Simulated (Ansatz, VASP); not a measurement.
# One calculation of Sb, two programs

```
CELL_PARAMETERS angstrom
2.17890 1.25799 3.79327
-2.17890 1.25799 3.79327
0.00000 -2.51598 3.79327
ATOMIC_POSITIONS crystal
Sb 0.23364 0.23364 0.23364
Sb 0.76636 0.76636 0.76636
```

Change from the starting cell: volume scaled by 1.04.

Alike in both runs: task single point; functional PBEsol; k mesh 9 × 9 × 9; occupations fermi-dirac, width 0.05 eV; no spin polarisation.

|  | VASP | Ansatz |
| --- | --- | --- |
| version | VASP 6.6.1 | Ansatz 0.2.0 |
| potentials or method | VASP PAW PBE potentials, release 64 (Sb), cutoff 520 eV | all-electron LAPW, scalar-relativistic |

|  | VASP | Ansatz | Ansatz less VASP |
| --- | --- | --- | --- |
| pressure (GPa) | -1.6 | -1.7 | -0.14 |
| traceless stress, the component that is largest in VASP (GPa) | -0.09 | -0.05 | +0.040 |
| rms of the force components (eV/Å) | 0.001 | 0.028 | +0.0271 |

VASP's potentials were made for PBE, not for PBEsol. Atom by atom the forces differ by 0.027 eV/Å (rms over components). Ansatz ran all-electron here, and VASP with PAW potentials.

Spin-orbit coupling is off throughout.
